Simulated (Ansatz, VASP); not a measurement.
# Two plane-wave programs on Ge2BiP3

```
CELL_PARAMETERS angstrom
6.33924 0.00000 0.00000
-3.16962 5.48994 0.00000
0.00000 0.00000 3.67310
ATOMIC_POSITIONS crystal
Ge 0.66667 0.33333 0.00000
Ge 0.33333 0.66667 0.00000
Bi 0.00000 0.00000 0.00000
P 0.50000 0.00000 0.50000
P 0.00000 0.50000 0.50000
P 0.50000 0.50000 0.50000
```

Change from the starting cell: species swapped into the YB2Ir3 type (P6/mmm, No. 191).

Alike in both runs: task relaxation of cell and atoms; functional PBE; k mesh 6 × 6 × 10; occupations gaussian, width 0.1 eV; no spin polarisation.

```csv
,VASP,Ansatz
version,VASP 6.6.1,Ansatz 0.2.0
potentials or method,"VASP PAW PBE potentials, release 64 (Ge_d, Bi_d, P), cutoff 600 eV","scalar-relativistic, plane waves, PAW"
valence electrons in the cell,58,58
```

|  | VASP | Ansatz | Ansatz less VASP |
| --- | --- | --- | --- |
| gap on the k mesh at the Fermi level, each at its own relaxed structure (eV) | none | none | - |
| relaxed volume (Å³/atom) | 20.58 | 20.60 | +0.014 |
| relaxed cell length with the largest relative difference (Å) | 3.377 | 3.379 | +0.0013 |

A gap of «none» marks a metal or a gap that the smearing closes.

Spin-orbit coupling is off throughout.
